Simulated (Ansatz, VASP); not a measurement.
## NaH in VASP and in Ansatz

```xyz
2
Lattice="0.0000 2.4070 2.4070 2.4070 0.0000 2.4070 2.4070 2.4070 0.0000" Properties=species:S:1:pos:R:3 pbc="T T T"
Na    0.0000    0.0000    0.0000
H     2.4070    2.4070    2.4070
```

Change from the starting cell: volume scaled by 0.96.

Alike in both runs: task single point; functional PBEsol; k mesh 9 × 9 × 9; occupations fermi-dirac, width 0.03 eV; no spin polarisation.

|  | VASP | Ansatz |
| --- | --- | --- |
| version | VASP 6.6.1 | Ansatz 0.2.0 |
| potentials or method | VASP PAW PBE potentials, release 64 (Na_pv, H), cutoff 520 eV | all-electron LAPW, scalar-relativistic |

|  | VASP | Ansatz | Ansatz less VASP |
| --- | --- | --- | --- |
| gap on the k mesh at the Fermi level (eV) | 3.89 | 3.89 | +0.002 |
| pressure (GPa) | -0.3 | -0.3 | +0.02 |

VASP's potentials were made for PBE, not for PBEsol. Ansatz ran all-electron here, and VASP with PAW potentials.
